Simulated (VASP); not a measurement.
Write the native input for VASP 6.6.1 that does the following.

```yaml
Task: single point
Functional: LDA
Potentials_or_basis: VASP PAW LDA potentials, release 64 (Os, Li_sv)
Cutoff: 750 eV
k_mesh: 5 × 5 × 5
Occupations: fermi-dirac, width 0.05 eV
Spin: no spin polarisation
Dipole_correction: no
Further_INCAR_settings: ALGO = Normal; EDIFF = 1e-06; NBANDS = 34
```

The structure of Li3Os5 lies in POSCAR:

```
Li3Os5
1.0
    0.0000000000      3.7263279228      3.7263279228
    3.7263279228      0.0000000000      3.7263279228
    3.7263279228      3.7263279228      0.0000000000
Os Li
5 3
Direct
    0.0000000000      0.0000000000      0.0000000000
    0.0000000000      0.5000000000      0.5000000000
    0.5000000000      0.0000000000      0.5000000000
    0.5000000000      0.5000000000      0.0000000000
    0.5000000000      0.5000000000      0.5000000000
    0.0000000000      0.0000000000      0.5000000000
    0.0000000000      0.5000000000      0.0000000000
    0.5000000000      0.0000000000      0.0000000000
```

One way to write it, as run:

INCAR

```
SYSTEM = Li3Os5
PREC = Accurate ; ENCUT = 750
EDIFF = 1E-6 ; ISMEAR = -1
SIGMA = 0.05 ; LREAL = .FALSE.
LASPH = .TRUE. ; NELM = 120
ALGO = Normal ; ISIF = 2
LWAVE = .FALSE. ; LCHARG = .FALSE.
GGA = CA ; NBANDS = 34
GGA_COMPAT = .FALSE.
```

KPOINTS

```
Automatic mesh
0
G
  5 5 5
  0 0 0
```

Potentials or basis: VASP PAW LDA potentials, release 64 (Os, Li_sv).

Launch:

```sh
$ cat potpaw_LDA.64/Os/POTCAR potpaw_LDA.64/Li_sv/POTCAR > POTCAR
$ mpirun -np 1 vasp_std > vasp.out
```

It gave:

```json
{
 "Pressure": "0.3 GPa",
 "Band gap on the k mesh": "zero (an odd number of electrons rules out a gap without spin polarisation)"
}
```

Caveat: spin-orbit coupling is left out, which moves the levels of the heavy elements.

Run time: 85 s on 1 thread of Intel(R) Xeon(R) 6975P-C (Granite Rapids), with other jobs on the host, peak memory 0.31 GiB.
